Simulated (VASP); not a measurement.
Set up this calculation in VASP 6.6.1, as the native input.

| Quantity | Value |
| --- | --- |
| Task | relaxation of cell and atoms |
| Functional | PBE |
| Potentials or basis | VASP PAW PBE potentials, release 64 (Zr_sv, O, F) |
| Cutoff | 600 eV |
| k mesh | 8 × 8 × 8 |
| Occupations | gaussian, width 0.02 eV |
| Spin | no spin polarisation |
| Dipole correction | no |
| Further INCAR settings | ALGO = Normal; EDIFF = 1e-06; IBRION = 2; EDIFFG = -0.01; NSW = 100; ISIF = 3 |

The structure of ZrOF2 lies in POSCAR:

```
ZrOF2
1.0
   -1.8745374610      1.8745374610      3.5654047614
    1.8745374610     -1.8745374610      3.5654047614
    1.8745374610      1.8745374610     -3.5654047614
Zr O F
1 1 2
Direct
    0.7500000000      0.2500000000      0.5000000000
    0.0000000000      0.0000000000      0.0000000000
    0.3478655098      0.3478655098      0.0000000000
    0.6521344902      0.6521344902      0.0000000000
```

The cell was built from a structure type or drawn by symmetry, and may not be a known phase.

These files were run (other wordings do the same):

INCAR

```
PREC = Accurate
ENCUT = 600
EDIFF = 1E-6
ISMEAR = 0
SIGMA = 0.02
LREAL = F
LASPH = T
NELM = 60
ALGO = Normal
ISIF = 3
LWAVE = F
LCHARG = F
GGA = PE
IBRION = 2
NSW = 100
EDIFFG = -0.01
```

KPOINTS

```
regular mesh
0
Gamma
  8 8 8
```

Potentials or basis: VASP PAW PBE potentials, release 64 (Zr_sv, O, F).

Launch:

```bash
$ cat potpaw_PBE.64/Zr_sv/POTCAR potpaw_PBE.64/O/POTCAR potpaw_PBE.64/F/POTCAR > POTCAR
$ mpirun -np 1 vasp_std > vasp.out
```

Results of the run:

```yaml
Relaxed_volume: 12.54 Å³/atom
Relaxed_cell: a = 4.441 Å, b = 4.441 Å, c = 4.441 Å, α = 129.99°, β = 129.99°, γ = 73.41°
Space_group_after_relaxing_to_0.1_Å: I-4m2 (No. 119)
Energy_gained_by_relaxing: 0.1 meV/atom
Ionic_steps: 8
Pressure_after_relaxing: 0.0 GPa
Band_gap_on_the_k_mesh: 2.59 eV
```

It took 4 min on 1 thread of Intel(R) Xeon(R) Platinum 8488C (Sapphire Rapids) (shared host), peak memory 0.26 GiB.
